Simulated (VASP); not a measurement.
Crystal: FeO (Wuestite).

```
Fe O
1.0
     1.51882    0.87689    2.51958
    -1.51882    0.87689    2.51958
     0.00000   -1.75378    2.51958
Fe O
1 1
Direct
  0.00000 0.00000 0.00000
  0.50000 0.50000 0.50000
```

Base run:

| Quantity | Value |
| --- | --- |
| Program | VASP 6.6.1 |
| Functional | LDA |
| Potentials or basis | VASP PAW LDA potentials, release 64 (Fe, O) |
| Cutoff | 520 eV |
| k mesh | 11 × 11 × 11 |
| Occupations | fermi-dirac, width 0.05 eV |
| Spin | collinear spin, ferromagnetic start |
| Starting moments | [3.0, 0.0] μB |

Its results: band gap on the k mesh zero (filled and empty bands overlap); pressure -16.2 GPa; net moment 3.99 μB per cell; site moments Fe +3.57; O +0.32 μB.

Question: The run is repeated on the same cell with these changes: functional from LDA to PBEsol; potentials or basis from VASP PAW LDA potentials, release 64 (Fe, O) to VASP PAW PBE potentials, release 64 (Fe, O). What comes out?

Answer: Band gap on the k mesh zero (filled and empty bands overlap); pressure -9.2 GPa; net moment 4.00 μB per cell; site moments Fe +3.61; O +0.30 μB.

Caveats: a cell with one magnetic atom can't hold antiferromagnetic order, which such compounds often take; semilocal functionals often make such compounds metallic where correlation or magnetic order opens a gap, which also shifts bond lengths; the PAW data sets were made with another functional, which shifts forces and pressure a little (some runs).
